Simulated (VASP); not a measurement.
Here is a VASP 6.6.1 calculation.

Contents of POSCAR:

```
Ba
1.0
   -2.4717600000      2.4776470000      2.4485140000
    2.5653110000     -2.5280200000      2.5924380000
    2.4506570000      2.5069170000     -2.4988870000
Ba
1
Direct
   -0.0010750000      0.0047450000     -0.0114680000
```

INCAR.step1

```
SYSTEM = Ba
ALGO = Normal
EDIFF = 1E-4
ENCUT = 520
GGA = PE
ISMEAR = -1
LASPH = .True.
LCHARG = .False.
LREAL = .False.
LWAVE = .True.
NBANDS = 11
NELM = 80
PREC = Accurate
SIGMA = 0.005
```

INCAR.step2

```
SYSTEM = Ba
ALGO = Normal
EDIFF = 1E-6
ENCUT = 520
ISIF = 2
ISMEAR = -1
ISTART = 1
LASPH = .True.
LCHARG = .False.
LMIXTAU = .True.
LREAL = .False.
LWAVE = .False.
METAGGA = R2SCAN
NBANDS = 11
NELM = 80
PREC = Accurate
SIGMA = 0.005
```

Contents of KPOINTS:

```
k-points
0
Gamma
  6 5 6
  0 0 0
```

Potentials or basis: VASP PAW PBE potentials, release 64 (Ba_sv).

Launch:

```console
$ cat potpaw_PBE.64/Ba_sv/POTCAR > POTCAR
$ cp INCAR.step1 INCAR
$ mpirun -np 1 vasp_std > vasp.out
$ cp INCAR.step2 INCAR
$ mpirun -np 1 vasp_std > vasp.out
```

Task: What does it give for the band gap on the k mesh?

Result: Zero (bands 5 and 6 overlap by 0.76 eV).

Task: Predict the pressure.

Result: 0.4 GPa.

Stress tensor (GPa, compression positive):
```
 0.41  0.05 -0.28
 0.05  0.48  0.18
-0.28  0.18  0.35
```

Caveat: the PAW data sets were made with another functional, which shifts forces and pressure a little; spin-orbit coupling is left out, which moves the levels of the heavy elements.
